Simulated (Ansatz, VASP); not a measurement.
One calculation of Se, two programs

```
Se
1.0
     5.47983    0.00000    0.00000
     0.00000    5.47983    0.00000
     0.00000    0.00000    2.68287
Se
3
Direct
  0.00000 0.00000 0.00000
  0.00000 0.50000 0.00000
  0.50000 0.00000 0.00000
```

Alike in both runs: functional PBE; k mesh 8 × 8 × 16; occupations gaussian, width 0.1 eV; no spin polarisation.

Ansatz relaxed the structure, and its values are those at the end. VASP's run is a single point on that final structure, the one shown.

|  | VASP | Ansatz |
| --- | --- | --- |
| version | VASP 6.6.1 | Ansatz 0.2.0 |
| potentials or method | VASP PAW PBE potentials, release 64 (Se), cutoff 520 eV | scalar-relativistic, plane waves, PAW |
| valence electrons in the cell | 18 | 48 |

```tsv
	VASP	Ansatz	Ansatz less VASP
gap on the k mesh at the Fermi level (eV)	none	none	-
pressure (GPa)	0.0	0.0	-0.02
```

A gap of «none» marks a metal or a gap that the smearing closes. The functional is the same, so the differences come from potentials, cutoffs and numerics. VASP's potentials hold 18 valence electrons a cell and Ansatz's 48, so a difference there can come from the potentials and not from the codes.
